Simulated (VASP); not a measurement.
# Cu (P-1) in VASP: single point with PBE+D3(BJ)

Aim: the single point of Cu with PBE+D3(BJ).

Program: VASP 6.6.1. These are calculated values, not measurements. Logs are shortened: lines on timing, memory, paths and dates and some standing lists are left out, and cuts for length are marked.

## Step 1: The cell of the first run

The typed cell holds 2 atoms: a = 2.403 Å, b = 2.265 Å, c = 4.480 Å, α = 89.93°, β = 89.87°, γ = 112.76°.

## Step 2: Single point, PBE+D3(BJ)

Input file INCAR:

```
PREC = Accurate
ENCUT = 520
EDIFF = 1E-7
ISMEAR = 0
SIGMA = 0.1
LREAL = False
LASPH = True
NELM = 60
ALGO = Fast
ISIF = 2
LWAVE = False
LCHARG = False
GGA = PE
IVDW = 12
NBANDS = 18
```

Input file KPOINTS:

```
regular mesh
0
Gamma
  3 3 1
```

Input file POSCAR:

```
Cu
1.0
    2.3956834010      0.1869853314      0.0027321608
   -1.0359076534      2.0139487954      0.0014408104
    0.0044340082      0.0052599925      4.4798457582
Cu
2
Direct
    0.3333333333      0.6666666667      0.2500000000
    0.6666666667      0.3333333333      0.7500000000
```

Potentials or basis: VASP PAW PBE potentials, release 64 (Cu).

Started as:

```sh
> cat potpaw_PBE.64/Cu/POTCAR > POTCAR
> mpirun -np 1 vasp_std > vasp.out
```

OUTCAR:

```text
PREC = Accurate
   ENCUT = 520
   EDIFF = 1E-7
   ISMEAR = 0
   LREAL = False
   LASPH = True
   NELM = 60
   ISIF = 2
   GGA = PE
   IVDW = 12
 IVDW          = 12

 ion  position               nearest neighbor table
   1  0.333  0.667  0.250-   2 2.59   2 2.59   2 2.64   2 2.65   2 2.68   2 2.69
   2  0.667  0.333  0.750-   1 2.59   1 2.59   1 2.64   1 2.65   1 2.68   1 2.69

  LATTYP: Found a triclinic cell.
 ALAT       =     2.5871062073
 B/A-ratio  =     0.8753992632
 C/A-ratio  =     1.7316069313
 COS(alpha) =     0.0012275825
 COS(beta)  =     0.0031320871
 COS(gamma) =     0.5161110420

  Lattice vectors:

 A1 = (   1.3597757476,   2.2009341268,   0.0041729712)
 A2 = (  -1.0359076534,   2.0139487954,   0.0014408104)
 A3 = (   0.0044340082,   0.0052599925,   4.4798457582)

Analysis of symmetry for initial positions (statically):
=====================================================================
 Subroutine PRICEL returns:
 Original cell was already a primitive cell.

 Routine SETGRP: Setting up the symmetry group for a
 triclinic supercell.

 Subroutine GETGRP returns: Found  2 space group operations
 (whereof  2 operations were pure point group operations)
 out of a pool of  2 trial point group operations.

The static configuration has the point symmetry S_2 .

Analysis of symmetry for dynamics (positions and initial velocities):
=====================================================================
 Subroutine PRICEL returns:
 Original cell was already a primitive cell.

 Routine SETGRP: Setting up the symmetry group for a
 triclinic supercell.

 Subroutine GETGRP returns: Found  2 space group operations
 (whereof  2 operations were pure point group operations)
 out of a pool of  2 trial point group operations.

The dynamic configuration has the point symmetry S_2 .

 Subroutine INISYM returns: Found  2 space group operations
 (whereof  2 operations are pure point group operations),
 and found     1 'primitive' translations

----------------------------------------------------------------------------------------

                                     Primitive cell

  volume of cell :      22.4820

  direct lattice vectors                    reciprocal lattice vectors
     2.395683401  0.186985331  0.002732161     0.401306938  0.206419275 -0.000639567
    -1.035907653  2.013948795  0.001440810    -0.037258786  0.477372660 -0.000523628
     0.004434008  0.005259993  4.479845758    -0.000232765 -0.000279423  0.223222529

  length of vectors
     2.402971064  2.264750868  4.479851041     0.451283265  0.478824757  0.223222826

  position of ions in fractional coordinates (direct lattice)
     0.333333333  0.666666667  0.250000000
     0.666666667  0.333333333  0.750000000

  ion indices of the primitive-cell ions
   primitive index   ion index
                 1           1
                 2           2

----------------------------------------------------------------------------------------

 KPOINTS: regular mesh

Automatic generation of k-mesh.
 Grid dimensions read from file:
 generate k-points for:    3    3    1

 Generating k-lattice:

  Cartesian coordinates                     Fractional coordinates (reciprocal lattice)
     0.133768979  0.068806425 -0.000213189     0.333333333  0.000000000  0.000000000
    -0.012419595  0.159124220 -0.000174543    -0.000000000  0.333333333  0.000000000
    -0.000232765 -0.000279423  0.223222529     0.000000000  0.000000000  1.000000000

  Length of vectors
     0.150427755  0.159608252  0.223222826

  Shift w.r.t. Gamma in fractional coordinates (k-lattice)
     0.000000000  0.000000000  0.000000000

 Subroutine IBZKPT returns following result:
 ===========================================

 Found      5 irreducible k-points:

 Following reciprocal coordinates:
            Coordinates               Weight
  0.000000  0.000000  0.000000      1.000000
  0.333333 -0.000000  0.000000      2.000000
  0.000000  0.333333  0.000000      2.000000
  0.333333  0.333333  0.000000      2.000000
 -0.333333  0.333333  0.000000      2.000000
   k-points           NKPTS =      5   k-points in BZ     NKDIM =      5   number of bands    NBANDS=     18
   number of dos      NEDOS =    301   number of ions     NIONS =      2
   total plane-waves  NPLWV =  11664
   dimension x,y,z NGX =    18 NGY =   18 NGZ =   36
   dimension x,y,z NGXF=    36 NGYF=   36 NGZF=   72
   ions per type =               2
   NGX,Y,Z   is equivalent  to a cutoff of  12.45, 13.21, 13.36 a.u.
   NGXF,Y,Z  is equivalent  to a cutoff of  24.91, 26.43, 26.72 a.u.
 SYSTEM =  unknown system
   PREC   = accura    normal or accurate (medium, high low for compatibility)
   ISTART =      0    job   : 0-new  1-cont  2-samecut
   ICHARG =      2    charge: 1-file 2-atom 10-const
   ISPIN  =      1    spin polarized calculation?
   LNONCOLLINEAR =      F non collinear calculations
   LSORBIT =      F    spin-orbit coupling
   LASPH  =      T    aspherical Exc in radial PAW
   ENCUT  =  520.0 eV  38.22 Ry    6.18 a.u.   4.47  4.21  8.33*2*pi/ulx,y,z
   NELM   =     60;   NELMIN=  2; NELMDL= -5     # of ELM steps
   EDIFF  = 0.1E-06   stopping-criterion for ELM
   LREAL  =      F    real-space projection
   EDIFFG = 0.1E-05   stopping-criterion for IOM
   NSW    =      0    number of steps for IOM
   IBRION =     -1    ionic relax: 0-MD 1-quasi-New 2-CG
   NFREE  =      0    steps in history (QN), initial steepest desc. (CG)
   ISIF   =      2    stress and relaxation
   ISYM   =      2    0-nonsym 1-usesym 2-fastsym
   POTIM  = 0.5000    time-step for ionic-motion
   TEBEG  =    0.0;   TEEND  =   0.0 temperature during run
   PSTRESS=    0.0 pullay stress
   NELECT =      22.0000    total number of electrons
   NUPDOWN=      -1.0000    fix difference up-down
   EMIN   =  10.00;   EMAX   =-10.00  energy-range for DOS
   EFERMI =   0.00;   METHOD = LEGACY
   ISMEAR =     0;   SIGMA  =   0.10  broadening in eV -4-tet -1-fermi 0-gaus
   EFERMI_NEDOS =   21; number of points for ismear=-14 and -15
   IALGO  =     68    algorithm
   IMIX   =      4    mixing-type and parameters
     AMIX     =   0.40;   BMIX     =  1.00
     AMIX_MAG =   1.60;   BMIX_MAG =  1.00
  volume/ion in A,a.u.               =      11.24        75.86
  Fermi-wavevector in a.u.,A,eV,Ry     =   1.625315  3.071400 35.941820  2.641649
  Thomas-Fermi vector in A             =   2.718458
   LORBIT       =      0    0 simple, 1 ext, 2 COOP (PROOUT), +10 PAW based schemes
   GGA     = PE    functional components
   LHFCALC =     F    Hartree Fock is set to
   AEXX    =    0.0000 exact exchange contribution
   IVDW    =    12    specifies the selected vdW correction
   LEPSILON=     F    determine dielectric tensor
   LRPA    =     F    only Hartree local field effects (RPA)
 non-spin polarized calculation
 RMM-DIIS sequential band-by-band and
 Gauss-broadening in eV      SIGMA  =   0.10
  energy-cutoff  :      520.00
  volume of cell :       22.48
 maximum number of plane-waves:       613
 NGX is ok and might be reduce to    18
   NGX =  9   NGY =  9   NGZ = 17

 number of electron      22.0000041 magnetization

 Free energy of the ion-electron system (eV)
  ---------------------------------------------------
  ext. energy  EPLUGINS =         0.00000000
  ---------------------------------------------------
  free energy    TOTEN  =        -7.14077116 eV

  energy without entropy =       -7.14073068  energy(sigma->0) =       -7.14075092

 E-fermi :  10.8174     XC(G=0): -12.9756

 val. band max:       10.5773949027   @ k =   0.0000   0.0000   0.0000
 cond. band min:      11.0704773474   @ k =   0.3333   0.3333   0.0000
 fundamental gap:      0.4930824447
 Fermi energy:        10.8173815140

 k-point     1 :       0.0000    0.0000    0.0000
  band No.  band energies     occupation
      1      -1.4961      2.00000
      2       2.5240      2.00000
      3       4.5197      2.00000
      4       4.5370      2.00000
      5       4.7673      2.00000
      6       5.8863      2.00000
      7       5.9187      2.00000
      8       5.9958      2.00000
      9       6.0061      2.00000
     10       6.2188      2.00000
     11       6.4206      2.00000
     12       6.6596      2.00000
     13      10.5774      1.99931
     14      27.8160      0.00000
     15      29.2925      0.00000
     16      31.4750      0.00000
     17      32.6360      0.00000
     18      33.0880      0.00000

 k-point     2 :       0.3333   -0.0000    0.0000
  band No.  band energies     occupation
      1       1.6418      2.00000
      2       3.4465      2.00000
      3       3.8692      2.00000
      4       4.4399      2.00000
      5       4.8306      2.00000
      6       5.1042      2.00000
      7       5.9550      2.00000
      8       6.1071      2.00000
      9       6.5558      2.00000
     10       6.6062      2.00000
     11       6.6862      2.00000
     12      11.6245      0.00000
     13      11.7151      0.00000
     14      15.2291      0.00000
     15      21.9330      0.00000
     16      22.3624      0.00000
     17      28.6482      0.00000
     18      32.0458      0.00000

 k-point     3 :       0.0000    0.3333    0.0000
  band No.  band energies     occupation
      1       2.0197      2.00000
      2       3.7056      2.00000
      3       3.8153      2.00000
      4       4.7445      2.00000
      5       5.0658      2.00000
      6       5.1046      2.00000
      7       5.7163      2.00000
      8       6.1670      2.00000
      9       6.3825      2.00000
     10       6.4792      2.00000
     11       6.5380      2.00000
     12      11.9501      0.00000
     13      12.2628      0.00000
     14      16.9655      0.00000
     15      23.4552      0.00000
     16      24.0875      0.00000
     17      25.6483      0.00000
     18      31.2129      0.00000

 k-point     4 :       0.3333    0.3333    0.0000
  band No.  band energies     occupation
      1       3.9267      2.00000
      2       4.0789      2.00000
      3       4.2167      2.00000
      4       4.7285      2.00000
      5       4.7326      2.00000
      6       5.1139      2.00000
      7       5.5146      2.00000
      8       6.1181      2.00000
      9       6.2335      2.00000
     10       6.3260      2.00000
     11      11.0705      0.00034
     12      12.8428      0.00000
     13      14.3708      0.00000
     14      17.8978      0.00000
     15      18.2633      0.00000
     16      19.9658      0.00000
     17      20.6897      0.00000
     18      22.1205      0.00000

 k-point     5 :      -0.3333    0.3333    0.0000
  band No.  band energies     occupation
      1       2.4190      2.00000
      2       3.7774      2.00000
      3       3.8522      2.00000
      4       4.9851      2.00000
      5       5.1689      2.00000
      6       5.3574      2.00000
      7       5.3819      2.00000
      8       6.3201      2.00000
      9       6.3877      2.00000
     10       6.3896      2.00000
     11       6.4745      2.00000
     12      12.4312      0.00000
     13      13.0039      0.00000
     14      19.3662      0.00000
     15      22.1205      0.00000
     16      25.5873      0.00000
     17      25.8357      0.00000
     18      28.1290      0.00000

------------------------ aborting loop because EDIFF is reached ----------------------------------------

 Edisp (eV)   -1.22754

 E8    (eV) :    -0.5265

  FORCE on cell =-STRESS in cart. coord.  units (eV):
  Direction    XX          YY          ZZ          XY          YZ          ZX
  --------------------------------------------------------------------------------------
  -------------------------------------------------------------------------------------
  Total       1.57671     2.49713    -0.28273    -3.13026    -0.02077    -0.01940
  in kB     112.36435   177.95766   -20.14841  -223.07768    -1.48051    -1.38272
  external pressure =       90.06 kB  Pullay stress =        0.00 kB

 VOLUME and BASIS-vectors are now :
 -----------------------------------------------------------------------------
  energy-cutoff  :      520.00
  volume of cell :       22.48
      direct lattice vectors                 reciprocal lattice vectors
     2.395683401  0.186985331  0.002732161     0.401306938  0.206419275 -0.000639567
    -1.035907653  2.013948795  0.001440810    -0.037258786  0.477372660 -0.000523628
     0.004434008  0.005259993  4.479845758    -0.000232765 -0.000279423  0.223222529

 POSITION                                       TOTAL-FORCE (eV/Angst)
 -----------------------------------------------------------------------------------
      0.10906      1.40628      1.12183        -0.085310      0.023922      0.002315
      1.25515      0.79992      3.36219         0.085310     -0.023922     -0.002315
 -----------------------------------------------------------------------------------
    total drift:                                0.000000     -0.000000      0.000000

  FREE ENERGIE OF THE ION-ELECTRON SYSTEM (eV)
  ---------------------------------------------------
  free  energy   TOTEN  =        -8.3683153752 eV

  energy  without entropy=       -8.3682748964  energy(sigma->0) =       -8.36829514
```

Wall time 3.9 s (1 thread of AMD EPYC 7R13 (Zen 3), shared host); peak memory 0.1 GiB.

What came out:

| Property | Result |
| --- | --- |
| Free energy | -8.3683 eV |
| Pressure | 9.0 GPa |
| Largest force | 0.089 eV/Å |
| Band gap on the k mesh | zero (band 11 reaches 11.07 eV, above the bottom of band 12 at 6.66 eV) |
| Dispersion energy per atom | -0.614 eV |

Forces on the atoms (eV/Å):
```
Cu  -0.085  0.024  0.002
Cu   0.085 -0.024 -0.002
```

Stress tensor (GPa, compression positive):
```
 11.24 -22.31  -0.14
-22.31  17.80  -0.15
 -0.14  -0.15  -2.01
```

Caveat: the k points lie up to 1.40 Å⁻¹ apart; three body term missing; pairwise dispersion overbinds metals, which lowers pressure and volume.
